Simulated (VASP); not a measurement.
InSb:

```
In Sb
1.0
     0.00000    3.31661    3.31661
     3.31661    0.00000    3.31661
     3.31661    3.31661    0.00000
In Sb
1 1
Direct
  0.00000 0.00000 0.00000
  0.75000 0.75000 0.75000
```

* Program: VASP 6.6.1
* Task: relaxation of cell and atoms
* Functional: r2SCAN
* Potentials or basis: VASP PAW PBE potentials, release 64 (In_d, Sb)
* Cutoff: 600 eV
* k mesh: 14 × 14 × 14
* Occupations: gaussian, width 0.1 eV
* Spin: no spin polarisation

At the start: pressure -1.4 GPa; volume 36.48 Å³/atom.

Task: How do energy, volume and symmetry change on relaxing?

Result: Over 3 steps the energy falls by 5.5 meV/atom and the volume is 35.24 Å³/atom (-3.4 %); space group F-43m (No. 216, to 0.1 Å) before and after.

The path:
```
step  energy change (eV)  largest force (eV/Å)  pressure (GPa)  volume (Å³)
   1              0.0000                0.0000           -1.40        72.96
   2             -0.0097                0.0000            0.50        69.66
   3             -0.0111                0.0000            0.01        70.48
```

Final structure:
```
In Sb
1.0
     0.00000    3.27860    3.27860
     3.27860    0.00000    3.27860
     3.27860    3.27860    0.00000
In Sb
1 1
Direct
  0.00000 0.00000 0.00000
  0.75000 0.75000 0.75000
```

Caveat: the PAW data sets were made with another functional, which shifts forces and pressure a little.
